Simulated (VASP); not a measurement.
Runs of VASP 6.6.1 on KGeF3. The structure is that of space group Pm-3m (No. 221), or close to it. The cells are those of the table. 

| level | cell | smearing | gap on the mesh (eV) | pressure (GPa) |
| --- | --- | --- | --- | --- |
| PBE | a = 4.300 Å, 5 atoms | fermi-dirac 0.02 eV | 1.46 | 6.6 |
| r2SCAN | a = 4.497 Å, 5 atoms | gaussian 0.01 eV | 2.38 | -3.8 |
| PBE | a = 4.497 Å, 5 atoms | fermi-dirac 0.02 eV | 2.11 | (a) |
| r2SCAN | a = 4.322, b = 4.388, c = 4.388 Å, 5 atoms | gaussian 0.01 eV | (c) | 0.7 |
| r2SCAN | a = 4.388 Å, 5 atoms | gaussian 0.01 eV | 2.03 | (b) |

Alike in all rows: task single point; potentials or basis VASP PAW PBE potentials, release 64 (K_sv, Ge_d, F); no spin polarisation; k mesh 6 × 6 × 6; cutoff (eV) 520.

Problem. Fill in the values left out.

Solution. (a) -1.6; (b) -0.2; (c) 1.90.

Caveats: the PAW data sets were made with another functional, which shifts forces and pressure a little (at least some runs); the cell stands under pressure (at least some runs); the cell stands under tension (at least some runs).

A k mesh can miss the band edges, and the runs leave out spin-orbit coupling on Ge.
